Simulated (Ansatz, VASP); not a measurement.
# Cs2CrF6: VASP beside Ansatz

INCAR

```
SYSTEM = Cs2CrF6
PREC = Accurate
ENCUT = 600
EDIFF = 1E-6
ISMEAR = 0
SIGMA = 0.05
LREAL = .FALSE.
LASPH = .TRUE.
NELM = 200
ALGO = Normal
ISIF = 2
LWAVE = .FALSE.
LCHARG = .FALSE.
ISPIN = 2
MAGMOM = 0 0 2 0 0 0 0 0 0
LORBIT = 11
LMAXMIX = 4
NBANDS = 51
GGA_COMPAT = .FALSE.
```

File KPOINTS:

```
regular mesh
0
G
  4 4 4
  0 0 0
```

Contents of POSCAR:

```
Cs2CrF6
1.0
    0.0000000000      4.5110002500      4.5110002500
    4.5110002500      0.0000000000      4.5110002500
    4.5110002500      4.5110002500      0.0000000000
Cs Cr F
2 1 6
Direct
    0.2500000000      0.2500000000      0.2500000000
    0.7500000000      0.7500000000      0.7500000000
    0.0000000000      0.0000000000      0.0000000000
    0.8080000000      0.1920000000      0.1920000000
    0.1920000000      0.8080000000      0.1920000000
    0.1920000000      0.8080000000      0.8080000000
    0.8080000000      0.1920000000      0.8080000000
    0.1920000000      0.1920000000      0.8080000000
    0.8080000000      0.8080000000      0.1920000000
```

Input for Ansatz:

```yaml
crystal:
  lattice:
    - [0.0, 4.51100025, 4.51100025]
    - [4.51100025, 0.0, 4.51100025]
    - [4.51100025, 4.51100025, 0.0]
  atoms:
    - { symbol: Cs, position: [0.25, 0.25, 0.25] }
    - { symbol: Cs, position: [0.75, 0.75, 0.75] }
    - { symbol: Cr, position: [0.0, 0.0, 0.0], spin: 2.0 }
    - { symbol: F, position: [0.808, 0.192, 0.192] }
    - { symbol: F, position: [0.192, 0.808, 0.192] }
    - { symbol: F, position: [0.192, 0.808, 0.808] }
    - { symbol: F, position: [0.808, 0.192, 0.808] }
    - { symbol: F, position: [0.192, 0.192, 0.808] }
    - { symbol: F, position: [0.808, 0.808, 0.192] }
basis:
  ecutwfc: 420
  ecutrho_ratio: 4
kpoints:
  mp_grid: { grid: [4, 4, 4] }
hamiltonian:
  xc: lda
scf:
  occupations: { method: gaussian, width: 0.05 }
  lower_state_search: "off"
  max_iter: 150
output:
  forces: true
  stress: true
  eigenvalues: true
  populations: true
  hubbard: { sites: [{ site: 2, l: d }] }
magnetization:
  spin_polarized: true
```

Alike in both runs: task single point; functional LDA; k mesh 4 × 4 × 4; occupations gaussian, width 0.05 eV; collinear spin.

|  | VASP | Ansatz |
| --- | --- | --- |
| version | VASP 6.6.1 | Ansatz 0.2.0 |
| potentials or method | VASP PAW LDA potentials, release 64 (Cs_sv, Cr_sv, F), cutoff 600 eV | scalar-relativistic, plane waves, PAW |
| valence electrons in the cell | 74 | 74 |

```csv
,VASP,Ansatz,Ansatz less VASP
gap on the k mesh at the Fermi level (eV),none,none,-
pressure (GPa),5.0,5.1,+0.03
rms of the force components (eV/Å),1.245,1.192,-0.0536
net moment per atom (μB),0.22,0.22,0.000
size of the moment on the site where the two differ most (μB),1.70,1.45,-0.243
```

LDA's correlation is that of Perdew and Zunger in VASP and of Perdew and Wang (1992) in Ansatz. Site moments also hang on the region over which each program counts them. Atom by atom the forces differ by 0.054 eV/Å (rms over components). A gap of «none» marks a metal or a gap that the smearing closes.

Neither program's run includes spin-orbit coupling.
